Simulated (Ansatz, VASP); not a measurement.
This is a calculation of BaS for VASP 6.6.1.

INCAR

```
SYSTEM = BaS
  PREC = Accurate
  ENCUT = 600
  EDIFF = 1E-6
  ISMEAR = -1
  SIGMA = 0.05
  LREAL = .False.
  LASPH = .True.
  NELM = 100
  ALGO = Normal
  ISIF = 3
  LWAVE = .False.
  LCHARG = .False.
  GGA = RP
  IVDW = 13
  IBRION = 2
  NSW = 80
  EDIFFG = -0.005
```

The input KPOINTS:

```
Automatic mesh
0
Gamma
  7 7 7
  0 0 0
```

POSCAR

```
BaS
1.0
    0.0000000000      3.1937500000      3.1937500000
    3.1937500000      0.0000000000      3.1937500000
    3.1937500000      3.1937500000      0.0000000000
Ba S
1 1
Direct
    0.0000000000      0.0000000000      0.0000000000
    0.5000000000      0.5000000000      0.5000000000
```

Potentials or basis: VASP PAW PBE potentials, release 64 (Ba_sv, S).

The run is started by

```bash
$ cat potpaw_PBE.64/Ba_sv/POTCAR potpaw_PBE.64/S/POTCAR > POTCAR
$ mpirun -np 1 vasp_std > vasp.out
```

Task: Translate it to Ansatz 0.2.0. Potentials there: all-electron LAPW, scalar-relativistic.

Result: As run (the cutoff follows the program's own potentials):

The input input.yaml:

```yaml
crystal:
  lattice:
    - [0.0, 3.19375, 3.19375]
    - [3.19375, 0.0, 3.19375]
    - [3.19375, 3.19375, 0.0]
  atoms:
    - { symbol: Ba, position: [0.0, 0.0, 0.0] }
    - { symbol: S, position: [0.5, 0.5, 0.5] }
kpoints:
  mp_grid: { grid: [7, 7, 7] }
scf:
  occupations: { method: fermi_dirac, width: 0.05 }
hamiltonian:
  xc: rpbe
  dispersion: d4
  pseudopotentials: { kind: all_electron, lapw: { basis_error: 0.001 } }
output:
  forces: true
  stress: true
relax:
  f_tol: 0.005
  max_steps: 60
  cell: {}
```

Potentials or basis: all-electron LAPW, scalar-relativistic.

Run with:

```bash
$ ansatz run input.yaml --threads 1 --pin off --max-ram 3072MiB --backend cpu --events-out ev --progress --plain --runs-dir out
```

Both were run:

|  | VASP | Ansatz | Ansatz less VASP |
| --- | --- | --- | --- |
| relaxed volume (Å³/atom) | 33.40 | 32.94 | -0.461 |
| relaxed cell length with the largest relative difference (Å) | 4.554 | 4.533 | -0.0210 |

VASP's potentials were made for PBE, not for RPBE. Ansatz ran all-electron here, and VASP with PAW potentials.

Spin-orbit coupling is off throughout.
